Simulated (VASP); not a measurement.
A run of VASP 6.6.1 is set up as follows.

INCAR

```
PREC     = Accurate       # precision mode
ENCUT    = 520            # plane-wave cutoff, eV
EDIFF    = 1E-6           # SCF threshold, eV
ISMEAR   = 0              # smearing method
SIGMA    = 0.05           # smearing width, eV
LREAL    = False          # projectors in reciprocal space
LASPH    = True           # aspherical terms in the spheres
NELM     = 80             # most SCF steps
ALGO     = Normal         # electronic algorithm
ISIF     = 2              # what is computed and relaxed
LWAVE    = False          # write WAVECAR
LCHARG   = True           # write CHGCAR
LELF     = True           # ELF
LVHAR    = True         
NBANDS   = 14             # bands
```

File KPOINTS:

```
regular mesh
0
Gamma
  14 14 12
```

File POSCAR:

```
AlNi
1.0
    1.9386940000     -1.9531901500      0.0000000000
    1.9386940000      1.9531901500      0.0000000000
    0.0000000000      0.0000000000      3.0994300400
Al Ni
1 1
Direct
    0.0000000000      0.0000000000      0.0000000000
    0.5000000000      0.5000000000      0.5000000000
```

Potentials or basis: VASP PAW LDA potentials, release 64 (Al, Ni).

Launch:

```bash
$ cat potpaw_LDA.64/Al/POTCAR potpaw_LDA.64/Ni/POTCAR > POTCAR
$ mpirun -np 1 vasp_std > vasp.out
```

Problem. Predict the pressure.

Solution. -4.6 GPa.

Stress tensor (GPa, compression positive):
```
-1.71  0.00  0.00
 0.00 -3.35  0.00
 0.00  0.00 -8.84
```

Spin polarisation is off, so any magnetic state and its effect on volume and gap are missing.
